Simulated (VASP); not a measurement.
# Mg2Sn (Fm-3m) in VASP: a series of runs

Runs on Mg2Sn. Level: PBE. Tasks: single point.

All numbers are computed with VASP 6.6.1; they aren't measurements. Logs are shortened: lines on timing, memory, paths and dates and some standing lists are left out, and cuts for length are marked.

## 1. The cell of the first run

It takes space group Fm-3m (No. 225, cubic). The conventional cell has a = 6.489 Å, b = 6.489 Å, c = 6.489 Å, α = 90.00°, β = 90.00°, γ = 90.00°. Sn (site symmetry m-3m) has 8 Mg at 2.81 Å within 3.7 Å. Within 3.7 Å of Mg (site symmetry -43m) lie 4 Sn at 2.81 Å and 6 Mg at 3.24 Å.

## 2. Single point, PBE (strain -4.0%)

INCAR

```
SYSTEM = Mg2Sn
PREC     = Accurate       ! precision mode
ENCUT    = 600            ! plane-wave cutoff, eV
EDIFF    = 1E-6           ! SCF threshold, eV
ISMEAR   = -1             ! smearing method
SIGMA    = 0.02           ! smearing width, eV
LREAL    = .FALSE.        ! projectors in reciprocal space
LASPH    = .TRUE.         ! aspherical terms in the spheres
NELM     = 120            ! most SCF steps
ALGO     = Normal         ! electronic algorithm
ISIF     = 2              ! what is computed and relaxed
LWAVE    = .FALSE.        ! write WAVECAR
LCHARG   = .FALSE.        ! write CHGCAR
GGA      = PE             ! functional
NBANDS   = 16             ! bands
GGA_COMPAT= .FALSE.
```

KPOINTS

```
Automatic mesh
0
G
  6 6 6
  0 0 0
```

POSCAR

```
Mg2Sn
1.0
    0.0000000000      3.2447378708      3.2447378708
    3.2447378708      0.0000000000      3.2447378708
    3.2447378708      3.2447378708      0.0000000000
Sn Mg
1 2
Direct
    0.0000000000      0.0000000000      0.0000000000
    0.2500000000      0.2500000000      0.2500000000
    0.7500000000      0.7500000000      0.7500000000
```

Potentials or basis: VASP PAW PBE potentials, release 64 (Sn_d, Mg).

Run with:

```bash
$ cat potpaw_PBE.64/Sn_d/POTCAR potpaw_PBE.64/Mg/POTCAR > POTCAR
$ mpirun -np 1 vasp_std > vasp.out
```

OUTCAR:

```text
SYSTEM = Mg2Sn
   PREC = Accurate
   ENCUT = 600
   EDIFF = 1E-6
   ISMEAR = -1
   LREAL = .FALSE.
   LASPH = .TRUE.
   NELM = 120
   ISIF = 2
   GGA = PE

 ion  position               nearest neighbor table
   1  0.000  0.000  0.000-   3 2.81   3 2.81   3 2.81   2 2.81   3 2.81   2 2.81   2 2.81   2 2.81

   2  0.250  0.250  0.250-   1 2.81   1 2.81   1 2.81   1 2.81   3 3.24   3 3.24   3 3.24   3 3.24
                             3 3.24   3 3.24
   3  0.750  0.750  0.750-   1 2.81   1 2.81   1 2.81   1 2.81   2 3.24   2 3.24   2 3.24   2 3.24
                             2 3.24   2 3.24

  LATTYP: Found a face centered cubic cell.
 ALAT       =     6.4894757416

  Lattice vectors:

 A1 = (   0.0000000000,   3.2447378708,   3.2447378708)
 A2 = (   3.2447378708,   0.0000000000,   3.2447378708)
 A3 = (   3.2447378708,   3.2447378708,   0.0000000000)

Analysis of symmetry for initial positions (statically):
=====================================================================
 Subroutine PRICEL returns:
 Original cell was already a primitive cell.

 Routine SETGRP: Setting up the symmetry group for a
 face centered cubic supercell.

 Subroutine GETGRP returns: Found 48 space group operations
 (whereof 48 operations were pure point group operations)
 out of a pool of 48 trial point group operations.

The static configuration has the point symmetry O_h .

Analysis of symmetry for dynamics (positions and initial velocities):
=====================================================================
 Subroutine PRICEL returns:
 Original cell was already a primitive cell.

 Routine SETGRP: Setting up the symmetry group for a
 face centered cubic supercell.

 Subroutine GETGRP returns: Found 48 space group operations
 (whereof 48 operations were pure point group operations)
 out of a pool of 48 trial point group operations.

The dynamic configuration has the point symmetry O_h .

 Subroutine INISYM returns: Found 48 space group operations
 (whereof 48 operations are pure point group operations),
 and found     1 'primitive' translations

----------------------------------------------------------------------------------------

                                     Primitive cell

  volume of cell :      68.3233

  direct lattice vectors                    reciprocal lattice vectors
     0.000000000  3.244737871  3.244737871    -0.154095653  0.154095653  0.154095653
     3.244737871  0.000000000  3.244737871     0.154095653 -0.154095653  0.154095653
     3.244737871  3.244737871  0.000000000     0.154095653  0.154095653 -0.154095653

  length of vectors
     4.588752303  4.588752303  4.588752303     0.266901500  0.266901500  0.266901500

  position of ions in fractional coordinates (direct lattice)
     0.000000000  0.000000000  0.000000000
     0.250000000  0.250000000  0.250000000
     0.750000000  0.750000000  0.750000000

  ion indices of the primitive-cell ions
   primitive index   ion index
                 1           1
                 2           2
                 3           3

----------------------------------------------------------------------------------------

 KPOINTS: Automatic mesh

Automatic generation of k-mesh.
 Grid dimensions read from file:
 generate k-points for:    6    6    6

 Generating k-lattice:

  Cartesian coordinates                     Fractional coordinates (reciprocal lattice)
    -0.025682609  0.025682609  0.025682609     0.166666667  0.000000000  0.000000000
     0.025682609 -0.025682609  0.025682609     0.000000000  0.166666667  0.000000000
     0.025682609  0.025682609 -0.025682609     0.000000000  0.000000000  0.166666667

  Length of vectors
     0.044483583  0.044483583  0.044483583

  Shift w.r.t. Gamma in fractional coordinates (k-lattice)
     0.000000000  0.000000000  0.000000000

 Subroutine IBZKPT returns following result:
 ===========================================

 Found     16 irreducible k-points:

 Following reciprocal coordinates:
            Coordinates               Weight
  0.000000  0.000000  0.000000      1.000000
  0.166667  0.000000  0.000000      8.000000
  0.333333  0.000000  0.000000      8.000000
  0.500000  0.000000  0.000000      4.000000
  0.166667  0.166667  0.000000      6.000000
  0.333333  0.166667  0.000000     24.000000
[... 8 lines left out ...]
 -0.333333  0.333333  0.166667     24.000000
 -0.333333  0.500000  0.166667     12.000000
   k-points           NKPTS =     16   k-points in BZ     NKDIM =     16   number of bands    NBANDS=     16
   number of dos      NEDOS =    301   number of ions     NIONS =      3
   total plane-waves  NPLWV =  64000
   dimension x,y,z NGX =    40 NGY =   40 NGZ =   40
   dimension x,y,z NGXF=    80 NGYF=   80 NGZF=   80
   ions per type =               1   2
   NGX,Y,Z   is equivalent  to a cutoff of  14.49, 14.49, 14.49 a.u.
   NGXF,Y,Z  is equivalent  to a cutoff of  28.98, 28.98, 28.98 a.u.
 SYSTEM =  Mg2Sn
   PREC   = accura    normal or accurate (medium, high low for compatibility)
   ISTART =      0    job   : 0-new  1-cont  2-samecut
   ICHARG =      2    charge: 1-file 2-atom 10-const
   ISPIN  =      1    spin polarized calculation?
   LNONCOLLINEAR =      F non collinear calculations
   LSORBIT =      F    spin-orbit coupling
   LASPH  =      T    aspherical Exc in radial PAW
   ENCUT  =  600.0 eV  44.10 Ry    6.64 a.u.   9.16  9.16  9.16*2*pi/ulx,y,z
   NELM   =    120;   NELMIN=  2; NELMDL= -5     # of ELM steps
   EDIFF  = 0.1E-05   stopping-criterion for ELM
   LREAL  =      F    real-space projection
   EDIFFG = 0.1E-04   stopping-criterion for IOM
   NSW    =      0    number of steps for IOM
   IBRION =     -1    ionic relax: 0-MD 1-quasi-New 2-CG
   NFREE  =      0    steps in history (QN), initial steepest desc. (CG)
   ISIF   =      2    stress and relaxation
   ISYM   =      2    0-nonsym 1-usesym 2-fastsym
   POTIM  = 0.5000    time-step for ionic-motion
   TEBEG  =    0.0;   TEEND  =   0.0 temperature during run
   PSTRESS=    0.0 pullay stress
   NELECT =      18.0000    total number of electrons
   NUPDOWN=      -1.0000    fix difference up-down
   EMIN   =  10.00;   EMAX   =-10.00  energy-range for DOS
   EFERMI =   0.00;   METHOD = LEGACY
   ISMEAR =    -1;   SIGMA  =   0.02  broadening in eV -4-tet -1-fermi 0-gaus
   EFERMI_NEDOS =   21; number of points for ismear=-14 and -15
   IALGO  =     38    algorithm
   IMIX   =      4    mixing-type and parameters
     AMIX     =   0.40;   BMIX     =  1.00
     AMIX_MAG =   1.60;   BMIX_MAG =  1.00
  volume/ion in A,a.u.               =      22.77       153.69
  Fermi-wavevector in a.u.,A,eV,Ry     =   1.049485  1.983238 14.985699  1.101418
  Thomas-Fermi vector in A             =   2.184449
   LORBIT       =      0    0 simple, 1 ext, 2 COOP (PROOUT), +10 PAW based schemes
   GGA     = PE    functional components
   LHFCALC =     F    Hartree Fock is set to
   AEXX    =    0.0000 exact exchange contribution
   IVDW    =     0    specifies the selected vdW correction
   LEPSILON=     F    determine dielectric tensor
   LRPA    =     F    only Hartree local field effects (RPA)
 non-spin polarized calculation
  energy-cutoff  :      600.00
  volume of cell :       68.32
 maximum number of plane-waves:      2301
 NGX is ok and might be reduce to    40
   NGX = 19   NGY = 19   NGZ = 19

 number of electron      18.0000003 magnetization

 Free energy of the ion-electron system (eV)
  ---------------------------------------------------
  ext. energy  EPLUGINS =         0.00000000
  ---------------------------------------------------
  free energy    TOTEN  =        -7.17257138 eV

  energy without entropy =       -7.17163225  energy(sigma->0) =       -7.17210181

 E-fermi :   5.2114     XC(G=0):  -9.2184

 val. band max:        5.2100892381   @ k =   0.0000   0.0000   0.0000
 cond. band min:       5.2213117719   @ k =   0.5000   0.5000   0.0000
 fundamental gap:      0.0112225339
 Fermi energy:         5.2114332238

 k-point     1 :       0.0000    0.0000    0.0000
  band No.  band energies     occupation
      1     -15.8211      2.00000
      2     -15.8211      2.00000
      3     -15.8211      2.00000
      4     -15.7672      2.00000
      5     -15.7672      2.00000
      6      -4.4979      2.00000
[... 8 lines left out ...]
     15      10.8597      0.00000
     16      10.8597      0.00000

 k-point     2 :       0.1667    0.0000    0.0000
  band No.  band energies     occupation
      1     -15.8208      2.00000
      2     -15.8197      2.00000
      3     -15.8197      2.00000
      4     -15.7671      2.00000
      5     -15.7671      2.00000
      6      -4.2444      2.00000
[... 8 lines left out ...]
     15       9.7643      0.00000
     16      10.6130      0.00000

 k-point     3 :       0.3333    0.0000    0.0000
  band No.  band energies     occupation
      1     -15.8203      2.00000
      2     -15.8170      2.00000
      3     -15.8170      2.00000
      4     -15.7665      2.00000
      5     -15.7665      2.00000
      6      -3.5615      2.00000
[... 8 lines left out ...]
     15      10.7269      0.00000
     16      11.7149      0.00000

 k-point     4 :       0.5000    0.0000    0.0000
  band No.  band energies     occupation
      1     -15.8201      2.00000
      2     -15.8158      2.00000
      3     -15.8158      2.00000
      4     -15.7662      2.00000
      5     -15.7662      2.00000
      6      -3.0110      2.00000
[... 8 lines left out ...]
     15      12.5769      0.00000
     16      13.6818      0.00000
[... 172 lines left out ...]
 k-point    14 :       0.5000    0.3333    0.1667
  band No.  band energies     occupation
      1     -15.8216      2.00000
      2     -15.8153      2.00000
      3     -15.8129      2.00000
      4     -15.7686      2.00000
      5     -15.7644      2.00000
      6      -3.0071      2.00000
[... 8 lines left out ...]
     15      12.5085      0.00000
     16      13.3285      0.00000

 k-point    15 :      -0.3333    0.3333    0.1667
  band No.  band energies     occupation
      1     -15.8186      2.00000
      2     -15.8177      2.00000
      3     -15.8115      2.00000
      4     -15.7682      2.00000
      5     -15.7647      2.00000
      6      -2.5640      2.00000
[... 8 lines left out ...]
     15      13.0064      0.00000
     16      13.6953      0.00000

 k-point    16 :      -0.3333    0.5000    0.1667
  band No.  band energies     occupation
      1     -15.8225      2.00000
      2     -15.8141      2.00000
      3     -15.8099      2.00000
      4     -15.7696      2.00000
      5     -15.7634      2.00000
      6      -2.3711      2.00000
[... 8 lines left out ...]
     15      13.8653      0.00000
     16      14.3034      0.00000

------------------------ aborting loop because EDIFF is reached ----------------------------------------

  FORCE on cell =-STRESS in cart. coord.  units (eV):
  Direction    XX          YY          ZZ          XY          YZ          ZX
  --------------------------------------------------------------------------------------
  -------------------------------------------------------------------------------------
  Total        3.4237201      3.4237201      3.4237201      0.0000000      0.0000000      0.0000000
  in kB       80.2860301     80.2860301     80.2860301      0.0000000      0.0000000      0.0000000
  external PRESSURE =      80.2860301 kB  Pullay stress =       0.0000000 kB

 VOLUME and BASIS-vectors are now :
 -----------------------------------------------------------------------------
  energy-cutoff  :      600.00
  volume of cell :       68.32
      direct lattice vectors                 reciprocal lattice vectors
     0.000000000  3.244737871  3.244737871    -0.154095653  0.154095653  0.154095653
     3.244737871  0.000000000  3.244737871     0.154095653 -0.154095653  0.154095653
     3.244737871  3.244737871  0.000000000     0.154095653  0.154095653 -0.154095653

 POSITION                                       TOTAL-FORCE (eV/Angst)
 -----------------------------------------------------------------------------------
      0.00000      0.00000      0.00000         0.000000     -0.000000     -0.000000
      1.62237      1.62237      1.62237        -0.000000      0.000000      0.000000
      4.86711      4.86711      4.86711         0.000000     -0.000000     -0.000000
 -----------------------------------------------------------------------------------
    total drift:                               -0.000000      0.000000     -0.000000

  FREE ENERGIE OF THE ION-ELECTRON SYSTEM (eV)
  ---------------------------------------------------
  free  energy   TOTEN  =        -7.1725713845 eV

  energy  without entropy=       -7.1716322453  energy(sigma->0) =       -7.17210181
```

Run time: 18 s. Hardware: 1 thread of Intel Xeon 6975P-C (Granite Rapids), shared host; peak memory 0.23 GiB.

What came out:

- Free energy: -7.1726 eV
- Pressure: 8.0 GPa
- Band gap on the k mesh: 0.01 eV, indirect (least direct gap 2.06 eV)

Caveat: the cell differs from its parent crystal (strain -4.0%); spin-orbit coupling is left out, which moves the levels of the heavy elements. A k mesh can miss the band edges.

(Part 1 of 2 ends here.)
